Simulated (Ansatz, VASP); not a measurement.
## CuI: VASP beside Ansatz

File INCAR:

```
SYSTEM = CuI
PREC = Accurate
ENCUT = 520
EDIFF = 1E-6
ISMEAR = 0
SIGMA = 0.023
LREAL = .FALSE.
LASPH = .TRUE.
NELM = 100
ALGO = Normal
ISIF = 2
LWAVE = .FALSE.
LCHARG = .TRUE.
GGA = PE
LELF = .TRUE.
LVHAR = .TRUE.
NBANDS = 16
```

Contents of KPOINTS:

```
Automatic mesh
0
G
  8 8 8
  0 0 0
```

Contents of POSCAR:

```
CuI
1.0
    0.0000000000      3.0315000000      3.0315000000
    3.0315000000      0.0000000000      3.0315000000
    3.0315000000      3.0315000000      0.0000000000
I Cu
1 1
Direct
    0.0000000000      0.0000000000      0.0000000000
    0.7500000000      0.7500000000      0.7500000000
```

input.yaml

```yaml
crystal:
  lattice:
    - [0.0, 3.0315, 3.0315]
    - [3.0315, 0.0, 3.0315]
    - [3.0315, 3.0315, 0.0]
  atoms:
    - { symbol: I, position: [0.0, 0.0, 0.0] }
    - { symbol: Cu, position: [0.75, 0.75, 0.75] }
kpoints:
  mp_grid: { grid: [8, 8, 8] }
scf:
  occupations: { method: gaussian, width: 0.023 }
hamiltonian:
  xc: pbe
  pseudopotentials: { kind: all_electron, lapw: { basis_error: 0.001 } }
output:
  forces: true
  stress: true
  eigenvalues: true
```

Alike in both runs: task single point; functional PBE; k mesh 8 × 8 × 8; occupations gaussian, width 0.023 eV; no spin polarisation.

|  | VASP | Ansatz |
| --- | --- | --- |
| version | VASP 6.6.1 | Ansatz 0.2.0 |
| potentials or method | VASP PAW PBE potentials, release 64 (I, Cu), cutoff 520 eV | all-electron LAPW, scalar-relativistic |

Ansatz gave:

* gap on the k mesh at the Fermi level (eV): 1.12
* least direct gap on the mesh (eV): 1.12
* pressure (GPa): 0.3

Task: Which values does VASP return?

Result: gap on the k mesh at the Fermi level (eV): 1.14; least direct gap on the mesh (eV): 1.14; pressure (GPa): 0.7.

Ansatz ran all-electron here, and VASP with PAW potentials.

Spin-orbit coupling is off throughout.
